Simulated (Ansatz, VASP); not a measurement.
# Bi2Te3: VASP beside Ansatz

File INCAR:

```
SYSTEM = Bi2Te3
ALGO = Normal
DIPOL = 0.5 0.5 0.500
EDIFF = 1E-6
ENCUT = 520
GGA = PS
IDIPOL = 3
ISIF = 2
ISMEAR = 0
LASPH = .True.
LCHARG = .True.
LDIPOL = .True.
LELF = .True.
LREAL = .False.
LVACPOTAV = .True.
LVHAR = .True.
LWAVE = .False.
NBANDS = 59
NELM = 100
PREC = Accurate
SIGMA = 0.05
```

Contents of KPOINTS:

```
k-points
0
Gamma
  9 9 1
  0 0 0
```

The input POSCAR:

```
Bi2Te3
1.0
    4.3823071498      0.0000000000      0.0000000000
   -2.1911535749      3.7951893189      0.0000000000
    0.0000000000      0.0000000000     32.5736935001
Te Bi
6 4
Direct
    0.0000000000      0.0000000000      0.2302471471
    0.6666666667      0.3333333333      0.3449978129
    0.3333333333      0.6666666667      0.4597484786
    0.6666666667      0.3333333333      0.5402515214
    0.3333333333      0.6666666667      0.6550021871
    0.0000000000      0.0000000000      0.7697528529
    0.3333333333      0.6666666667      0.2831141686
    0.0000000000      0.0000000000      0.4068814571
    0.0000000000      0.0000000000      0.5931185429
    0.6666666667      0.3333333333      0.7168858314
```

Input for Ansatz:

```yaml
crystal:
  lattice:
    - [4.3823071482, 0.0, 0.0]
    - [-2.1911535741, 3.7951893175, 0.0]
    - [0.0, 0.0, 32.5736934529]
  atoms:
    - { symbol: Te, position: [0.0, 0.0, 0.2302471475] }
    - { symbol: Bi, position: [0.3333333333, 0.6666666667, 0.2831141695] }
    - { symbol: Te, position: [0.6666666667, 0.3333333333, 0.3449978139] }
    - { symbol: Bi, position: [0.0, 0.0, 0.4068814582] }
    - { symbol: Te, position: [0.3333333333, 0.6666666667, 0.4597484803] }
    - { symbol: Te, position: [0.6666666667, 0.3333333333, 0.5402515197] }
    - { symbol: Bi, position: [0.0, 0.0, 0.5931185418] }
    - { symbol: Te, position: [0.3333333333, 0.6666666667, 0.6550021861] }
    - { symbol: Bi, position: [0.6666666667, 0.3333333333, 0.7168858305] }
    - { symbol: Te, position: [0.0, 0.0, 0.7697528525] }
basis:
  ecutwfc: 420
kpoints:
  mp_grid: { grid: [9, 9, 1] }
hamiltonian:
  xc: pbesol
scf:
  occupations: { method: gaussian, width: 0.05 }
output:
  forces: true
  eigenvalues: true
  write_density: true
  write_potential: true
  elf: true
  volumetric_format: npy
efield:
  axis: 3
  dipole_correction: true
  ramp_width: 0.04
```

Alike in both runs: task single point; functional PBEsol; k mesh 9 × 9 × 1; occupations gaussian, width 0.05 eV; no spin polarisation.

```csv
,VASP,Ansatz
version,VASP 6.6.1,Ansatz 0.2.0
potentials or method,"VASP PAW PBE potentials, release 64 (Te, Bi_d), cutoff 520 eV","scalar-relativistic, plane waves, PAW"
valence electrons in the cell,96,156
```

Ansatz gave:

```
gap on the k mesh at the Fermi level (eV) : 0.52
least direct gap on the mesh (eV)         : 0.52
rms of the force components (eV/Å)        : 0.052
```

Q: Which values does VASP return?

A: gap on the k mesh at the Fermi level (eV): 0.50; least direct gap on the mesh (eV): 0.50; rms of the force components (eV/Å): 0.048.

VASP's potentials were made for PBE, not for PBEsol. VASP's potentials hold 96 valence electrons a cell and Ansatz's 156, so a difference there can come from the potentials and not from the codes. Ansatz's warnings: xc potential rough in thin density.

Neither program's run includes spin-orbit coupling.
